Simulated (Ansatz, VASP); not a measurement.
Cr: VASP beside Ansatz

```
Cr
1.0
     0.00000    2.82895    0.00000
     2.82895    0.00000    0.00000
     2.82895    2.82895   -2.82895
Cr
2
Direct
  0.00000 0.00000 0.00000
  0.00000 0.00000 0.50000
```

Alike in both runs: task single point; functional r2SCAN; k mesh 20 × 20 × 10; occupations gaussian, width 0.05 eV; collinear spin.

|  | VASP | Ansatz |
| --- | --- | --- |
| version | VASP 6.6.1 | Ansatz 0.2.0 |
| potentials or method | VASP PAW PBE potentials, release 64 (Cr_pv), cutoff 520 eV | scalar-relativistic, plane waves, PAW |
| valence electrons in the cell | 24 | 28 |

|  | VASP | Ansatz | Ansatz less VASP |
| --- | --- | --- | --- |
| pressure (GPa) | 20.8 | 20.0 | -0.79 |
| net moment per atom (μB) | 0.00 | 0.00 | 0.000 |
| size of the moment on the site where the two differ most (μB) | 2.02 | 1.87 | -0.158 |

VASP's potentials were made for PBE, not for r2SCAN. Site moments also hang on the region over which each program counts them. With one functional, cell and mesh, what is left measures potentials, basis and numerics. VASP's potentials hold 24 valence electrons a cell and Ansatz's 28, so a difference there can come from the potentials and not from the codes. Ansatz's warnings: stability check not made.
